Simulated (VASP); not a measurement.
# PbF2 (I4/mmm) in VASP: single point with HSE06

Aim: the single point of PbF2 with HSE06.

All numbers are computed with VASP 6.6.1; they aren't measurements. Logs are shortened: lines on timing, memory, paths and dates and some standing lists are left out, and cuts for length are marked.

## Step 1: The cell of the first run

It takes space group I4/mmm (No. 139, tetragonal). The conventional cell has a = 4.166 Å, b = 4.166 Å, c = 6.002 Å, α = 90.00°, β = 90.00°, γ = 90.00°. Pb (site symmetry 4/mmm) has 8 F at 2.57 Å within 3.4 Å. F (site symmetry -4m2) has 4 Pb at 2.57 Å and 6 F at 2.95 to 3.00 Å within 3.4 Å.

## Step 2: Single point, HSE06 (uniaxial x strain +1.9%)

The input, POSCAR:

```
PbF2
1.0
    0.0000000000      2.9458082836      2.9458082836
    3.0011894793      0.0000000000      2.9458082836
    3.0011894793      2.9458082836      0.0000000000
Pb F
1 2
Direct
    0.0000000000      0.0000000000      0.0000000000
    0.2500000000      0.2500000000      0.2500000000
    0.7500000000      0.7500000000      0.7500000000
```

The input, INCAR.step1:

```
SYSTEM = PbF2
  ALGO = Normal
  EDIFF = 1E-5
  ENCUT = 520
  GGA = PE
  GGA_COMPAT = .FALSE.
  ISIF = 2
  ISMEAR = 0
  KPAR = 4
  LASPH = .TRUE.
  LCHARG = .FALSE.
  LREAL = .FALSE.
  LWAVE = .TRUE.
  NBANDS = 21
  NELM = 120
  PREC = Accurate
  SIGMA = 0.01
```

The input, INCAR.step2:

```
SYSTEM = PbF2
  ALGO = Normal
  EDIFF = 1E-6
  ENCUT = 520
  GGA = PE
  GGA_COMPAT = .FALSE.
  HFSCREEN = 0.2079
  ISIF = 2
  ISMEAR = 0
  ISTART = 1
  KPAR = 4
  LASPH = .TRUE.
  LCHARG = .FALSE.
  LHFCALC = .TRUE.
  LREAL = .FALSE.
  LWAVE = .FALSE.
  NBANDS = 21
  NELM = 120
  PREC = Accurate
  PRECFOCK = Normal
  SIGMA = 0.01
```

The input, KPOINTS:

```
k-points
0
G
  6 6 6
  0 0 0
```

Potentials or basis: VASP PAW PBE potentials, release 64 (Pb_d, F).

Command:

```
$ cat potpaw_PBE.64/Pb_d/POTCAR potpaw_PBE.64/F/POTCAR > POTCAR
$ cp INCAR.step1 INCAR
$ mpirun -np 4 vasp_std > vasp.out
$ cp INCAR.step2 INCAR
$ mpirun -np 4 vasp_std > vasp.out
```

OUTCAR:

```text
SYSTEM = PbF2
   EDIFF = 1E-6
   ENCUT = 520
   GGA = PE
   HFSCREEN = 0.2079
   ISIF = 2
   ISMEAR = 0
   ISTART = 1
   LASPH = .TRUE.
   LHFCALC = .TRUE.
   LREAL = .FALSE.
   NELM = 120
   PREC = Accurate
   PRECFOCK = Normal

 ion  position               nearest neighbor table
   1  0.000  0.000  0.000-   3 2.57   2 2.57   3 2.57   2 2.57   3 2.57   2 2.57   2 2.57   3 2.57

   2  0.250  0.250  0.250-   1 2.57   1 2.57   1 2.57   1 2.57
   3  0.750  0.750  0.750-   1 2.57   1 2.57   1 2.57   1 2.57

  LATTYP: Found a body centered tetragonal cell.
 ALAT       =     4.1660020268
 C/A-ratio  =     1.4408007773

  Lattice vectors:

 A1 = (   3.0011894793,   0.0000000000,   2.9458082836)
 A2 = (   3.0011894793,   0.0000000000,  -2.9458082836)
 A3 = (  -3.0011894793,   2.9458082836,   0.0000000000)

Analysis of symmetry for initial positions (statically):
=====================================================================
 Subroutine PRICEL returns:
 Original cell was already a primitive cell.

 Routine SETGRP: Setting up the symmetry group for a
 body centered tetragonal supercell.

 Subroutine GETGRP returns: Found 16 space group operations
 (whereof 16 operations were pure point group operations)
 out of a pool of 16 trial point group operations.

The static configuration has the point symmetry D_4h.

Analysis of symmetry for dynamics (positions and initial velocities):
=====================================================================
 Subroutine PRICEL returns:
 Original cell was already a primitive cell.

 Routine SETGRP: Setting up the symmetry group for a
 body centered tetragonal supercell.

 Subroutine GETGRP returns: Found 16 space group operations
 (whereof 16 operations were pure point group operations)
 out of a pool of 16 trial point group operations.

The dynamic configuration has the point symmetry D_4h.

 Subroutine INISYM returns: Found 16 space group operations
 (whereof 16 operations are pure point group operations),
 and found     1 'primitive' translations

----------------------------------------------------------------------------------------

                                     Primitive cell

  volume of cell :      52.0874

  direct lattice vectors                    reciprocal lattice vectors
     0.000000000  2.945808284  2.945808284    -0.166600611  0.169732702  0.169732702
     3.001189479  0.000000000  2.945808284     0.166600611 -0.169732702  0.169732702
     3.001189479  2.945808284  0.000000000     0.166600611  0.169732702 -0.169732702

  length of vectors
     4.166002027  4.205344782  4.205344782     0.292188542  0.292188542  0.292188542

  position of ions in fractional coordinates (direct lattice)
     0.000000000  0.000000000  0.000000000
     0.250000000  0.250000000  0.250000000
     0.750000000  0.750000000  0.750000000

  ion indices of the primitive-cell ions
   primitive index   ion index
                 1           1
                 2           2
                 3           3

----------------------------------------------------------------------------------------

 KPOINTS: k-points

Automatic generation of k-mesh.
 Grid dimensions read from file:
 generate k-points for:    6    6    6

 Generating k-lattice:

  Cartesian coordinates                     Fractional coordinates (reciprocal lattice)
    -0.027766768  0.028288784  0.028288784     0.166666667  0.000000000  0.000000000
     0.027766768 -0.028288784  0.028288784     0.000000000  0.166666667 -0.000000000
     0.027766768  0.028288784 -0.028288784     0.000000000 -0.000000000  0.166666667

  Length of vectors
     0.048698090  0.048698090  0.048698090

  Shift w.r.t. Gamma in fractional coordinates (k-lattice)
     0.000000000  0.000000000  0.000000000

 Subroutine IBZKPT returns following result:
 ===========================================

 Found     30 irreducible k-points:

 Following reciprocal coordinates:
            Coordinates               Weight
  0.000000  0.000000  0.000000      1.000000
  0.166667 -0.000000 -0.000000      8.000000
  0.333333 -0.000000 -0.000000      8.000000
  0.500000 -0.000000 -0.000000      4.000000
  0.166667  0.166667  0.000000      4.000000
  0.333333  0.166667 -0.000000     16.000000
[... 16 lines left out ...]
 -0.333333  0.500000  0.166667      4.000000
  0.333333 -0.333333  0.166667      8.000000
 [... further k-points ...]
   k-points           NKPTS =     30   k-points in BZ     NKDIM =    216   number of bands    NBANDS=     21
   number of dos      NEDOS =    301   number of ions     NIONS =      3
   total plane-waves  NPLWV =  32768
   dimension x,y,z NGX =    32 NGY =   32 NGZ =   32
   dimension x,y,z NGXF=    64 NGYF=   64 NGZF=   64
   ions per type =               1   2
   NGX,Y,Z   is equivalent  to a cutoff of  12.77, 12.65, 12.65 a.u.
   NGXF,Y,Z  is equivalent  to a cutoff of  25.54, 25.30, 25.30 a.u.
 SYSTEM =  PbF2
   PREC   = accura    normal or accurate (medium, high low for compatibility)
   ISTART =      1    job   : 0-new  1-cont  2-samecut
   ICHARG =      0    charge: 1-file 2-atom 10-const
   ISPIN  =      1    spin polarized calculation?
   LNONCOLLINEAR =      F non collinear calculations
   LSORBIT =      F    spin-orbit coupling
   LASPH  =      T    aspherical Exc in radial PAW
   ENCUT  =  520.0 eV  38.22 Ry    6.18 a.u.   7.75  7.82  7.82*2*pi/ulx,y,z
   NELM   =    120;   NELMIN=  2; NELMDL=  0     # of ELM steps
   EDIFF  = 0.1E-05   stopping-criterion for ELM
   LREAL  =      F    real-space projection
   EDIFFG = 0.1E-04   stopping-criterion for IOM
   NSW    =      0    number of steps for IOM
   IBRION =     -1    ionic relax: 0-MD 1-quasi-New 2-CG
   NFREE  =      0    steps in history (QN), initial steepest desc. (CG)
   ISIF   =      2    stress and relaxation
   ISYM   =      3    0-nonsym 1-usesym 2-fastsym
   POTIM  = 0.5000    time-step for ionic-motion
   TEBEG  =    0.0;   TEEND  =   0.0 temperature during run
   PSTRESS=    0.0 pullay stress
   NELECT =      28.0000    total number of electrons
   NUPDOWN=      -1.0000    fix difference up-down
   EMIN   =  10.00;   EMAX   =-10.00  energy-range for DOS
   EFERMI =   0.00;   METHOD = LEGACY
   ISMEAR =     0;   SIGMA  =   0.01  broadening in eV -4-tet -1-fermi 0-gaus
   EFERMI_NEDOS =   21; number of points for ismear=-14 and -15
   IALGO  =     38    algorithm
   IMIX   =      1    mixing-type and parameters
     AMIX     =   0.40;   BMIX     =  1.00
     AMIX_MAG =   1.60;   BMIX_MAG =  1.00
  volume/ion in A,a.u.               =      17.36       117.17
  Fermi-wavevector in a.u.,A,eV,Ry     =   1.331118  2.515449 24.107843  1.771876
  Thomas-Fermi vector in A             =   2.460154
   LORBIT       =      0    0 simple, 1 ext, 2 COOP (PROOUT), +10 PAW based schemes
   GGA     = PE    functional components
   LHFCALC =     T    Hartree Fock is set to
   PRECFOCK=normal    Normal, Fast or Accurate (Low or Medium for compatibility)
   ENCUT4O =  -1.0   cutoff for four orbital integrals eV
   NKREDX  =     1    reduce k-point grid by
   NKREDY  =     1    reduce k-point grid by
   NKREDZ  =     1    reduce k-point grid by
   AEXX    =    0.2500 exact exchange contribution
   HFSCREEN=    0.2079 screening length (either q_TF or 0.3 A-1)
   HFSCREENC=   0.2079 screening length for correlation (either q_TF or 0.3 A-1)
   ENCUTFOCK=  -1.0 apply spherical cutoff to Coloumb kernel
   IVDW    =     0    specifies the selected vdW correction
   LEPSILON=     F    determine dielectric tensor
   LRPA    =     F    only Hartree local field effects (RPA)
 non-spin polarized calculation
 Gauss-broadening in eV      SIGMA  =   0.01
  energy-cutoff  :      520.00
  volume of cell :       52.09
 maximum number of plane-waves:      1419
  NGX = 24; NGY = 24; NGZ = 24

 number of electron      28.0000007 magnetization

 Free energy of the ion-electron system (eV)
  ---------------------------------------------------
  ext. energy  EPLUGINS =         0.00000000
  ---------------------------------------------------
  free energy    TOTEN  =       -17.83190326 eV

  energy without entropy =      -17.83190326  energy(sigma->0) =      -17.83190326

 E-fermi :   1.0980     XC(G=0):  -7.7334

 val. band max:        0.9693037597   @ k =  -0.1667   0.5000   0.3333
 cond. band min:       6.6563074662   @ k =   0.5000   0.5000   0.0000
 fundamental gap:      5.6870037065
 Fermi energy:         1.0979945839

 k-point     1 :       0.0000    0.0000    0.0000
  band No.  band energies     occupation
      1     -22.3517      2.00000
      2     -21.7182      2.00000
      3     -14.6784      2.00000
      4     -14.6656      2.00000
      5     -14.6656      2.00000
      6     -14.5928      2.00000
[... 13 lines left out ...]
     20      17.8406      0.00000
     21      20.0123      0.00000

 k-point     2 :       0.1667   -0.0000   -0.0000
  band No.  band energies     occupation
      1     -22.2988      2.00000
      2     -21.7653      2.00000
      3     -14.6635      2.00000
      4     -14.6547      2.00000
      5     -14.6135      2.00000
      6     -14.5929      2.00000
[... 13 lines left out ...]
     20      17.1689      0.00000
     21      19.1128      0.00000

 k-point     3 :       0.3333   -0.0000   -0.0000
  band No.  band energies     occupation
      1     -22.1721      2.00000
      2     -21.8780      2.00000
      3     -14.6495      2.00000
      4     -14.6433      2.00000
      5     -14.5826      2.00000
      6     -14.5757      2.00000
[... 13 lines left out ...]
     20      16.5025      0.00000
     21      17.4875      0.00000

 k-point     4 :       0.5000   -0.0000   -0.0000
  band No.  band energies     occupation
      1     -22.0543      2.00000
      2     -21.9872      2.00000
      3     -14.6476      2.00000
      4     -14.6429      2.00000
      5     -14.5720      2.00000
      6     -14.5654      2.00000
[... 13 lines left out ...]
     20      16.3037      0.00000
     21      16.8024      0.00000

 k-point     5 :       0.1667    0.1667    0.0000
  band No.  band energies     occupation
      1     -22.2812      2.00000
      2     -21.7806      2.00000
      3     -14.6541      2.00000
      4     -14.6441      2.00000
      5     -14.6033      2.00000
      6     -14.6005      2.00000
[... 13 lines left out ...]
     20      17.8340      0.00000
     21      19.3762      0.00000

 k-point     6 :       0.3333    0.1667   -0.0000
  band No.  band energies     occupation
      1     -22.1841      2.00000
      2     -21.8647      2.00000
      3     -14.6331      2.00000
      4     -14.6265      2.00000
      5     -14.5984      2.00000
      6     -14.5732      2.00000
[... 13 lines left out ...]
     20      17.7368      0.00000
     21      18.7893      0.00000

 k-point     7 :       0.5000    0.1667   -0.0000
  band No.  band energies     occupation
      1     -22.0626      2.00000
      2     -21.9739      2.00000
      3     -14.6288      2.00000
      4     -14.6241      2.00000
      5     -14.5695      2.00000
      6     -14.5657      2.00000
[... 13 lines left out ...]
     20      17.8989      0.00000
     21      18.5349      0.00000
[... 291 lines left out ...]
      1     -22.0275      2.00000
      2     -22.0000      2.00000
      3     -14.6104      2.00000
      4     -14.6000      2.00000
      5     -14.5776      2.00000
      6     -14.5327      2.00000
[... 13 lines left out ...]
     20      19.1740      0.00000
     21      19.2499      0.00000

 k-point    21 :      -0.1667    0.3333    0.1667
  band No.  band energies     occupation
      1     -22.1134      2.00000
      2     -21.9213      2.00000
      3     -14.6105      2.00000
      4     -14.6047      2.00000
      5     -14.5916      2.00000
      6     -14.5543      2.00000
[... 13 lines left out ...]
     20      18.4626      0.00000
     21      19.1737      0.00000

 k-point    22 :       0.3333    0.5000    0.1667
  band No.  band energies     occupation
      1     -22.1009      2.00000
      2     -21.9338      2.00000
      3     -14.6176      2.00000
      4     -14.6076      2.00000
      5     -14.5868      2.00000
      6     -14.5542      2.00000
[... 13 lines left out ...]
     20      18.5975      0.00000
     21      19.4284      0.00000

 k-point    23 :      -0.3333    0.5000    0.1667
  band No.  band energies     occupation
      1     -22.0306      2.00000
      2     -21.9918      2.00000
      3     -14.6182      2.00000
      4     -14.5766      2.00000
      5     -14.5751      2.00000
      6     -14.5472      2.00000
[... 13 lines left out ...]
     20      18.0394      0.00000
     21      19.2426      0.00000

 k-point    24 :       0.3333   -0.3333    0.1667
  band No.  band energies     occupation
      1     -22.0219      2.00000
      2     -22.0051      2.00000
      3     -14.6163      2.00000
      4     -14.6005      2.00000
      5     -14.5738      2.00000
      6     -14.5295      2.00000
[... 13 lines left out ...]
     20      19.1753      0.00000
     21      19.2346      0.00000

 [... further k-points ...]
[... 5 lines left out ...]
  --------------------------------------------------------------------------------------
  -------------------------------------------------------------------------------------
  Total        0.0292345      0.3731496      0.3731496      0.0000000      0.0000000      0.0000000
  in kB        0.8992372     11.4778668     11.4778668      0.0000000      0.0000000      0.0000000
  external PRESSURE =       7.9516569 kB  Pullay stress =       0.0000000 kB

 VOLUME and BASIS-vectors are now :
 -----------------------------------------------------------------------------
  energy-cutoff  :      520.00
  volume of cell :       52.09
      direct lattice vectors                 reciprocal lattice vectors
     0.000000000  2.945808284  2.945808284    -0.166600611  0.169732702  0.169732702
     3.001189479  0.000000000  2.945808284     0.166600611 -0.169732702  0.169732702
     3.001189479  2.945808284  0.000000000     0.166600611  0.169732702 -0.169732702

 POSITION                                       TOTAL-FORCE (eV/Angst)
 -----------------------------------------------------------------------------------
      0.00000      0.00000      0.00000         0.000000      0.000000      0.000000
      1.50059      1.47290      1.47290         0.000000     -0.000000     -0.000000
      4.50178      4.41871      4.41871        -0.000000      0.000000      0.000000
 -----------------------------------------------------------------------------------
    total drift:                               -0.000001     -0.000000     -0.000000

  FREE ENERGIE OF THE ION-ELECTRON SYSTEM (eV)
  ---------------------------------------------------
  free  energy   TOTEN  =       -17.8319032610 eV

  energy  without entropy=      -17.8319032610  energy(sigma->0) =      -17.83190326
```

Wall time 51 min (4 MPI ranks of Intel Xeon Platinum 8375C at 2.90GHz (Ice Lake), shared host); peak memory 0.31 GiB.

Results:

```yaml
Free_energy: -17.8319 eV
Pressure: 0.8 GPa
Band_gap_on_the_k_mesh: 5.69 eV (least direct gap 5.83 eV)
```

Stress tensor (GPa, compression positive):
```
0.09 0.00 0.00
0.00 1.15 0.00
0.00 0.00 1.15
```

Levels at points of the mesh, in eV from the valence-band top:
| k point | band 12 | band 13 | band 14 | band 15 | band 16 | band 17 |
| --- | --- | --- | --- | --- | --- | --- |
| (0.00, 0.00, 0.00) | -2.70 | -2.57 | -2.57 | 8.15 | 8.15 | 8.24 |
| (0.50, 0.00, 0.00) | -2.81 | -2.79 | -0.14 | 6.25 | 9.12 | 9.16 |
| (0.50, 0.50, 0.00) | -2.15 | -2.14 | -0.19 | 5.69 | 9.30 | 9.45 |
| (0.00, 0.50, 0.50) | -2.16 | -2.16 | -0.08 | 5.75 | 9.40 | 9.40 |

Caveat: the cell differs from its parent crystal (uniaxial x strain +1.9%); the PAW data sets were made with another functional, which shifts forces and pressure a little; spin-orbit coupling is left out, which moves the levels of the heavy elements.
